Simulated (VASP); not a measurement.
# TaN (R-3m) in VASP: notebook

TaN is run at these levels: PBE; tasks: single point.

Everything below comes from runs of VASP 6.6.1. Logs are shortened: lines on timing, memory, paths and dates and some standing lists are left out, and cuts for length are marked.

## 1. The cell of the first run

Symmetry: R-3m, No. 166, trigonal system. Conventional cell: a = 3.703 Å, b = 3.703 Å, c = 5.443 Å, α = 90.00°, β = 90.00°, γ = 120.00°. Within 3.1 Å of Ta (site symmetry -3m) lie 8 N at 2.32 to 2.72 Å and 6 Ta at 2.80 Å. N (site symmetry -3m) has 8 Ta at 2.32 to 2.72 Å and 6 N at 2.80 Å within 3.1 Å.

## 2. Single point, PBE

Contents of INCAR:

```
PREC     = Accurate       # precision mode
ENCUT    = 520            # plane-wave cutoff, eV
EDIFF    = 1E-6           # SCF threshold, eV
ISMEAR   = 0              # smearing method
SIGMA    = 0.15           # smearing width, eV
LREAL    = F              # projectors in reciprocal space
LASPH    = T              # aspherical terms in the spheres
NELM     = 80             # most SCF steps
ALGO     = Normal         # electronic algorithm
ISIF     = 2              # what is computed and relaxed
LWAVE    = F              # write WAVECAR
LCHARG   = F              # write CHGCAR
GGA      = PE             # functional
NBANDS   = 15             # bands
```

Contents of KPOINTS:

```
Automatic mesh
0
Gamma
  26 26 26
```

Contents of POSCAR:

```
TaN
1.0
   -0.6983002894      1.9203257959      1.9203257959
    1.9203257959     -0.6983002894      1.9203257959
    1.9203257959      1.9203257959     -0.6983002894
Ta N
1 1
Direct
    0.5000000000      0.5000000000      0.5000000000
    0.0000000000      0.0000000000      0.0000000000
```

Potentials or basis: VASP PAW PBE potentials, release 64 (Ta_pv, N).

Launch:

```
$ cat potpaw_PBE.64/Ta_pv/POTCAR potpaw_PBE.64/N/POTCAR > POTCAR
$ mpirun -np 1 vasp_std > vasp.out
```

OUTCAR:

```text
PREC = Accurate
   ENCUT = 520
   EDIFF = 1E-6
   ISMEAR = 0
   LREAL = F
   LASPH = T
   NELM = 80
   ISIF = 2
   GGA = PE

 ion  position               nearest neighbor table
   1  0.500  0.500  0.500-   2 2.32   2 2.32   2 2.32   2 2.32   2 2.32   2 2.32
   2  0.000  0.000  0.000-   1 2.32   1 2.32   1 2.32   1 2.32   1 2.32   1 2.32

  LATTYP: Found a trigonal (rhomboedric) cell.
 ALAT       =     2.8040908721
 COS(alpha) =     0.1279069768

  Lattice vectors:

 A1 = (  -0.6983002894,   1.9203257959,   1.9203257959)
 A2 = (   1.9203257959,  -0.6983002894,   1.9203257959)
 A3 = (   1.9203257959,   1.9203257959,  -0.6983002894)

Analysis of symmetry for initial positions (statically):
=====================================================================
 Subroutine PRICEL returns:
 Original cell was already a primitive cell.

 Routine SETGRP: Setting up the symmetry group for a
 trigonal (rhombohedral) supercell.

 Subroutine GETGRP returns: Found 12 space group operations
 (whereof 12 operations were pure point group operations)
 out of a pool of 12 trial point group operations.

The static configuration has the point symmetry D_3d.

Analysis of symmetry for dynamics (positions and initial velocities):
=====================================================================
 Subroutine PRICEL returns:
 Original cell was already a primitive cell.

 Routine SETGRP: Setting up the symmetry group for a
 trigonal (rhombohedral) supercell.

 Subroutine GETGRP returns: Found 12 space group operations
 (whereof 12 operations were pure point group operations)
 out of a pool of 12 trial point group operations.

The dynamic configuration has the point symmetry D_3d.

 Subroutine INISYM returns: Found 12 space group operations
 (whereof 12 operations are pure point group operations),
 and found     1 'primitive' translations

----------------------------------------------------------------------------------------

                                     Primitive cell

  volume of cell :      21.5477

  direct lattice vectors                    reciprocal lattice vectors
    -0.698300289  1.920325796  1.920325796    -0.148508751  0.233370894  0.233370894
     1.920325796 -0.698300289  1.920325796     0.233370894 -0.148508751  0.233370894
     1.920325796  1.920325796 -0.698300289     0.233370894  0.233370894 -0.148508751

  length of vectors
[... 91 lines left out ...]
   TEBEG  =    0.0;   TEEND  =   0.0 temperature during run
   PSTRESS=    0.0 pullay stress
   NELECT =      16.0000    total number of electrons
   NUPDOWN=      -1.0000    fix difference up-down
   EMIN   =  10.00;   EMAX   =-10.00  energy-range for DOS
   EFERMI =   0.00;   METHOD = LEGACY
   ISMEAR =     0;   SIGMA  =   0.15  broadening in eV -4-tet -1-fermi 0-gaus
   EFERMI_NEDOS =   21; number of points for ismear=-14 and -15
   IALGO  =     38    algorithm
   IMIX   =      4    mixing-type and parameters
     AMIX     =   0.40;   BMIX     =  1.00
     AMIX_MAG =   1.60;   BMIX_MAG =  1.00
  volume/ion in A,a.u.               =      10.77        72.71
  Fermi-wavevector in a.u.,A,eV,Ry     =   1.482453  2.801430 29.901072  2.197667
  Thomas-Fermi vector in A             =   2.596237
   LORBIT       =      0    0 simple, 1 ext, 2 COOP (PROOUT), +10 PAW based schemes
   GGA     = PE    functional components
   LHFCALC =     F    Hartree Fock is set to
   AEXX    =    0.0000 exact exchange contribution
   IVDW    =     0    specifies the selected vdW correction
   LEPSILON=     F    determine dielectric tensor
   LRPA    =     F    only Hartree local field effects (RPA)
 non-spin polarized calculation
 Gauss-broadening in eV      SIGMA  =   0.15
  energy-cutoff  :      520.00
  volume of cell :       21.55
 maximum number of plane-waves:       590
 NGX is ok and might be reduce to    24

 number of electron      16.0000004 magnetization

 Free energy of the ion-electron system (eV)
  ---------------------------------------------------
  ext. energy  EPLUGINS =         0.00000000
  ---------------------------------------------------
  free energy    TOTEN  =       -20.78528096 eV

  energy without entropy =      -20.78026603  energy(sigma->0) =      -20.78277349

 E-fermi :   8.5930     XC(G=0): -13.4099

 val. band max:        8.5929646620   @ k =  -0.4615   0.4231   0.2692
 cond. band min:       8.5939157646   @ k =   0.4231   0.3077   0.3077
 fundamental gap:      0.0009511026
 Fermi energy:         8.5929897106

 k-point     1 :       0.0000    0.0000    0.0000
  band No.  band energies     occupation
      1     -26.4740      2.00000
      2     -26.4740      2.00000
      3     -26.4205      2.00000
      4      -9.1048      2.00000
      5       4.5215      2.00000
      6       4.5215      2.00000
      7       6.0496      2.00000
      8       6.0496      2.00000
      9       6.5759      2.00000
     10       9.6013      0.00000
     11      11.8152      0.00000
     12      11.8153      0.00000
     13      14.0363      0.00000
     14      21.5542      0.00000
[... 401 lines left out ...]
      2     -26.3940      2.00000
      3     -26.3771      2.00000
      4      -7.0106      2.00000
      5      -0.0323      2.00000
      6       3.2859      2.00000
      7       5.3547      2.00000
      8       6.1575      2.00000
      9      10.2495      0.00000
     10      12.1577      0.00000
     11      13.5109      0.00000
     12      14.6388      0.00000
     13      15.7547      0.00000
     14      19.6524      0.00000
     15      20.9549      0.00000

 [... further k-points ...]

------------------------ aborting loop because EDIFF is reached ----------------------------------------

  FORCE on cell =-STRESS in cart. coord.  units (eV):
  Direction    XX          YY          ZZ          XY          YZ          ZX
  --------------------------------------------------------------------------------------
  -------------------------------------------------------------------------------------
  Total       -0.6099557     -0.6099557     -0.6099557      0.1934489      0.1934489      0.1934489
  in kB      -45.3531222    -45.3531222    -45.3531222     14.3838519     14.3838519     14.3838519
  external PRESSURE =     -45.3531222 kB  Pullay stress =       0.0000000 kB

 VOLUME and BASIS-vectors are now :
 -----------------------------------------------------------------------------
  energy-cutoff  :      520.00
  volume of cell :       21.55
      direct lattice vectors                 reciprocal lattice vectors
    -0.698300289  1.920325796  1.920325796    -0.148508751  0.233370894  0.233370894
     1.920325796 -0.698300289  1.920325796     0.233370894 -0.148508751  0.233370894
     1.920325796  1.920325796 -0.698300289     0.233370894  0.233370894 -0.148508751

 POSITION                                       TOTAL-FORCE (eV/Angst)
 -----------------------------------------------------------------------------------
      1.57118      1.57118      1.57118         0.000000      0.000000     -0.000000
      0.00000      0.00000      0.00000        -0.000000     -0.000000      0.000000
 -----------------------------------------------------------------------------------
    total drift:                               -0.000000     -0.000000      0.000000

  FREE ENERGIE OF THE ION-ELECTRON SYSTEM (eV)
  ---------------------------------------------------
  free  energy   TOTEN  =       -20.7852809586 eV

  energy  without entropy=      -20.7802660313  energy(sigma->0) =      -20.78277349
```

stdout:

```text
POSCAR found type information on POSCAR TaN
 POSCAR found :  2 types and       2 ions
 scaLAPACK will be used
 LDA part: xc-table for (Slater+PW92), standard interpolation
 POSCAR, INCAR and KPOINTS ok, starting setup
 FFT: planning ... GRIDC
 FFT: planning ... GRID_SOFT
 FFT: planning ... GRID
 WAVECAR not read
 entering main loop
```

Wall time 4.4 min (1 thread of Intel Xeon Platinum 8259CL at 2.50GHz (Skylake/Cascade Lake), shared host); peak memory 0.6 GiB.

What came out:

* Free energy: -20.7853 eV
* Pressure: -4.5 GPa
* Band gap on the k mesh: zero (bands 8 and 9 overlap by 7.15 eV)

Caveat: the cell stands under tension; spin-orbit coupling is left out, which moves the levels of the heavy elements.

## 3. Single point, PBE

This run uses another cell than the first one, of the same volume but with other edges.

Contents of INCAR:

```
SYSTEM = TaN
  PREC = Accurate
  ENCUT = 520
  EDIFF = 1E-6
  ISMEAR = 0
  SIGMA = 0.15
  LREAL = .False.
  LASPH = .True.
  NELM = 60
  ALGO = Normal
  ISIF = 2
  LWAVE = .False.
  LCHARG = .False.
  GGA = PE
  NBANDS = 15
```

Contents of KPOINTS:

```
regular mesh
0
Gamma
  26 26 26
  0 0 0
```

Contents of POSCAR:

```
TaN
1.0
   -0.2331583275      2.0984249473      2.0984249473
    2.0984249473     -0.2331583275      2.0984249473
    2.0984249473      2.0984249473     -0.2331583275
Ta N
1 1
Direct
    0.5000000000      0.5000000000      0.5000000000
    0.0000000000      0.0000000000      0.0000000000
```

Potentials or basis: VASP PAW PBE potentials, release 64 (Ta_pv, N).

Launch:

```
$ cat potpaw_PBE.64/Ta_pv/POTCAR potpaw_PBE.64/N/POTCAR > POTCAR
$ mpirun -np 1 vasp_std > vasp.out
```

Wall time 4.4 min (1 thread of Intel Xeon Platinum 8259CL at 2.50GHz (Skylake/Cascade Lake), shared host); peak memory 0.61 GiB.

The run converged. Its results:

```yaml
Free_energy: -21.6498 eV
Pressure: 1.6 GPa
Band_gap_on_the_k_mesh: zero (bands 8 and 9 overlap by 5.51 eV)
```

Stress tensor (GPa, compression positive):
```
1.61 9.16 9.16
9.16 1.61 9.16
9.16 9.16 1.61
```

Levels at points of the mesh, in eV from the Fermi level:
```csv
k point,band 4,band 5,band 6,band 7,band 8,band 9,band 10,band 11,band 12,band 13
"(0.00, 0.00, 0.00)",-18.46,-3.66,-3.66,-2.91,-2.85,-2.85,-0.76,0.64,0.64,2.62
"(0.50, 0.00, 0.00)",-15.63,-10.04,-7.46,-5.92,0.45,0.67,4.23,4.45,6.82,7.48
"(0.50, 0.50, 0.00)",-17.11,-6.39,-5.14,-4.77,-3.75,1.89,2.68,4.23,4.32,7.83
"(0.50, 0.50, 0.50)",-15.18,-9.79,-8.04,-8.04,2.65,3.17,3.17,3.70,8.13,8.13
```

Caveat: spin-orbit coupling is left out, which moves the levels of the heavy elements.

## 4. Single point, PBE

This run uses another cell than the first one, of the same volume but with other edges.

Contents of INCAR:

```
SYSTEM = TaN
PREC = Accurate
ENCUT = 520
EDIFF = 1E-7
ISMEAR = 0
SIGMA = 0.15
LREAL = .False.
LASPH = .True.
NELM = 100
ALGO = Normal
ISIF = 2
LWAVE = .False.
LCHARG = .False.
GGA = PE
NBANDS = 15
```

KPOINTS is that of step 3.

Contents of POSCAR:

```
TaN
1.0
    0.2771206535      2.3555255548      2.3555255548
    2.3555255548      0.2771206535      2.3555255548
    2.3555255548      2.3555255548      0.2771206535
Ta N
1 1
Direct
    0.5000000000      0.5000000000      0.5000000000
    0.0000000000      0.0000000000      0.0000000000
```

Launch:

```
$ cat potpaw_PBE.64/Ta_pv/POTCAR potpaw_PBE.64/N/POTCAR > POTCAR
$ mpirun -np 1 vasp_std > vasp.out
```

Wall time 11 min (1 thread of Intel Xeon Platinum 8259CL at 2.50GHz (Skylake/Cascade Lake), shared host); peak memory 0.64 GiB.

The run converged. Its results:

```
Free energy            : -21.6823 eV
Pressure               : 2.4 GPa
Band gap on the k mesh : zero (bands 8 and 9 overlap by 2.11 eV)
```

Stress tensor (GPa, compression positive):
```
 2.40 -5.89 -5.89
-5.89  2.40 -5.89
-5.89 -5.89  2.40
```

Levels at points of the mesh, in eV from the Fermi level:
```tsv
k point	band 6	band 7	band 8	band 9	band 10	band 11
(0.00, 0.00, 0.00)	-3.64	-2.62	-2.62	-1.04	-1.04	1.13
(0.50, 0.00, 0.00)	-7.93	-6.11	-0.31	4.03	4.29	4.42
(0.50, 0.50, 0.00)	-5.00	-4.36	-3.43	2.17	3.00	4.23
(0.50, 0.50, 0.50)	-5.63	-5.63	1.07	1.54	1.54	5.41
```

Caveat: spin-orbit coupling is left out, which moves the levels of the heavy elements.

## 5. Summary

| cell | gap on the mesh (eV) | pressure (GPa) |
| --- | --- | --- |
| a = 2.804 Å, angles 82.7°, 2 atoms | none | -4.5 |
| a = 2.977 Å, angles 67.3°, 2 atoms | none | 1.6 |
| a = 3.343 Å, angles 52.2°, 2 atoms | none | 2.4 |

Alike in all rows: task single point; level PBE; potentials or basis VASP PAW PBE potentials, release 64 (Ta_pv, N); no spin polarisation; k mesh 26 × 26 × 26; cutoff (eV) 520; smearing gaussian 0.15 eV.

Caveats: spin-orbit coupling is left out, which moves the levels of the heavy elements; the cell stands under tension (at least some runs).

Absolute energies hang on the potentials; compare differences alone.
